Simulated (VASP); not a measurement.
A run of VASP 6.6.1 is set up as follows.

File INCAR:

```
SYSTEM = Ru
PREC = Accurate
ENCUT = 520
EDIFF = 1E-6
ISMEAR = -1
SIGMA = 0.03
LREAL = .False.
LASPH = .True.
NELM = 100
ALGO = Normal
ISIF = 2
LWAVE = .False.
LCHARG = .True.
GGA = CA
LELF = .True.
LVHAR = .True.
NBANDS = 21
```

Contents of KPOINTS:

```
Automatic mesh
0
Gamma
  14 14 8
  0 0 0
```

POSCAR

```
Ru
1.0
    2.7057993342      0.0000000000      0.0000000000
   -1.3528996671      2.3432909610      0.0000000000
    0.0000000000      0.0000000000      4.2819000000
Ru
2
Direct
    0.3333333333      0.6666666667      0.2500000000
    0.6666666667      0.3333333333      0.7500000000
```

Potentials or basis: VASP PAW LDA potentials, release 64 (Ru_pv).

The run is started by

```bash
$ cat potpaw_LDA.64/Ru_pv/POTCAR > POTCAR
$ mpirun -np 1 vasp_std > vasp.out
```

Task: Predict the band gap on the k mesh.

Result: Zero (band 14 reaches 14.33 eV, above the bottom of band 15 at 11.18 eV).

Task: What does it give for the pressure?

Result: -11.4 GPa.

Stress tensor (GPa, compression positive):
```
-10.64   0.00   0.00
  0.00 -10.64   0.00
  0.00   0.00 -12.98
```
